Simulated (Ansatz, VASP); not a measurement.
# Zn2SiN in VASP and in Ansatz

```
CELL_PARAMETERS angstrom
3.80069 0.00000 0.00000
0.00000 3.80069 0.00000
0.00000 0.00000 3.64811
ATOMIC_POSITIONS crystal
Zn 0.00000 0.50000 0.50000
Zn 0.50000 0.00000 0.50000
Si 0.50000 0.50000 0.00000
N 0.00000 0.00000 0.00000
```

Change from the starting cell: species swapped into the YAgSn2 type (P4/mmm, No. 123).

Alike in both runs: functional PBE; k mesh 12 × 12 × 14; occupations gaussian, width 0.1 eV; no spin polarisation.

Ansatz relaxed the structure, and its values are those at the end. VASP's run is a single point on that final structure, the one shown.

|  | VASP | Ansatz |
| --- | --- | --- |
| version | VASP 6.6.1 | Ansatz 0.2.0 |
| potentials or method | VASP PAW PBE potentials, release 64 (Zn, Si, N), cutoff 600 eV | scalar-relativistic, plane waves, PAW |
| valence electrons in the cell | 33 | 33 |

|  | VASP | Ansatz | Ansatz less VASP |
| --- | --- | --- | --- |
| gap on the k mesh at the Fermi level (eV) | none | none | - |
| pressure (GPa) | 0.0 | 0.0 | -0.01 |

A gap of «none» marks a metal or a gap that the smearing closes. With one functional, cell and mesh, what is left measures potentials, basis and numerics.
